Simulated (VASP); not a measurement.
Write the native input for VASP 6.6.1 that does the following.

| Quantity | Value |
| --- | --- |
| Task | single point |
| Functional | r2SCAN |
| Potentials or basis | VASP PAW PBE potentials, release 64 (Sb, Pt) |
| Cutoff | 520 eV |
| k mesh | 12 × 12 × 8 |
| Occupations | gaussian, width 0.1 eV |
| Spin | no spin polarisation |
| Dipole correction | no |
| Further INCAR settings | ALGO = Normal; EDIFF = 1e-07; NBANDS = 23 |

The system is SbPt.

```
Sb Pt
1.0
     4.17440    0.00000    0.00000
    -2.08720    3.61513    0.00000
     0.00000    0.00000    5.03834
Sb Pt
2 2
Direct
  0.33333 0.66667 0.25000
  0.66667 0.33333 0.75000
  0.00000 0.00000 0.00000
  0.00000 0.00000 0.50000
```

This cell differs from its parent crystal: strained.

One way to write it, as run:

POSCAR

```
SbPt
1.0
    4.1743953477      0.0000000000      0.0000000000
   -2.0871976739      3.6151324165      0.0000000000
    0.0000000000      0.0000000000      5.0383440000
Sb Pt
2 2
Direct
    0.3333333333      0.6666666667      0.2500000000
    0.6666666667      0.3333333333      0.7500000000
    0.0000000000      0.0000000000      0.0000000000
    0.0000000000      0.0000000000      0.5000000000
```

INCAR.step1

```
SYSTEM = SbPt
PREC = Accurate
ENCUT = 520
ISMEAR = 0
SIGMA = 0.1
LREAL = .FALSE.
LASPH = .TRUE.
NELM = 100
NBANDS = 23
GGA = PE
ALGO = Normal
EDIFF = 1E-4
LWAVE = .TRUE.
LCHARG = .FALSE.
```

INCAR.step2

```
SYSTEM = SbPt
PREC = Accurate
ENCUT = 520
EDIFF = 1E-7
ISMEAR = 0
SIGMA = 0.1
LREAL = .FALSE.
LASPH = .TRUE.
NELM = 100
ALGO = Normal
ISIF = 2
LWAVE = .FALSE.
LCHARG = .FALSE.
METAGGA = R2SCAN
LMIXTAU = .TRUE.
NBANDS = 23
ISTART = 1
```

KPOINTS

```
Automatic mesh
0
G
  12 12 8
  0 0 0
```

Potentials or basis: VASP PAW PBE potentials, release 64 (Sb, Pt).

Run with:

```bash
$ cat potpaw_PBE.64/Sb/POTCAR potpaw_PBE.64/Pt/POTCAR > POTCAR
$ cp INCAR.step1 INCAR
$ mpirun -np 1 vasp_std > vasp.out
$ cp INCAR.step2 INCAR
$ mpirun -np 1 vasp_std > vasp.out
```

It gave:

| Property | Result |
| --- | --- |
| Pressure | 19.9 GPa |
| Band gap on the k mesh | zero (bands 15 and 16 overlap by 4.62 eV) |

Caveat: the cell differs from its parent crystal (strained); the stress differs along the axes, from 11 to 37 GPa; the PAW data sets were made with another functional, which shifts forces and pressure a little; spin-orbit coupling is left out, which moves the levels of the heavy elements.

It took 14 min on 1 thread of Oxide Virtual Turin-like Processor, with other jobs on the host, peak memory 0.28 GiB.
